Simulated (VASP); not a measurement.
The system is Sc.

```
Sc
1.0
     0.00000    2.30149    2.30149
     2.30149    0.00000    2.30149
     2.30149    2.30149    0.00000
Sc
1
Direct
  0.00000 0.00000 0.00000
```

This isn't the form of Sc at room conditions, which is hcp.

- Program: VASP 6.6.1
- Task: relaxation of cell and atoms
- Functional: PBEsol
- Potentials or basis: VASP PAW PBE potentials, release 64 (Sc_sv)
- Cutoff: 600 eV
- k mesh: 16 × 16 × 16
- Occupations: gaussian, width 0.1 eV
- Spin: no spin polarisation

At the start: pressure -1.7 GPa; volume 24.38 Å³/atom.

Task: Where does the relaxation end?

Result: Over 3 steps the energy falls by 4.1 meV/atom and the volume is 23.61 Å³/atom (-3.2 %); space group Fm-3m (No. 225, to 0.1 Å) before and after.

Step by step:
| step | energy change (eV) | largest force (eV/Å) | pressure (GPa) | volume (Å³) |
| --- | --- | --- | --- | --- |
| 1 | 0.0000 | 0.0000 | -1.66 | 24.38 |
| 2 | -0.0040 | 0.0000 | 0.25 | 23.50 |
| 3 | -0.0041 | 0.0000 | 0.00 | 23.61 |

Final structure:
```
Sc
1.0
     0.00000    2.27686    2.27686
     2.27686    0.00000    2.27686
     2.27686    2.27686    0.00000
Sc
1
Direct
  0.00000 0.00000 0.00000
```

Caveat: the PAW data sets were made with another functional, which shifts forces and pressure a little.
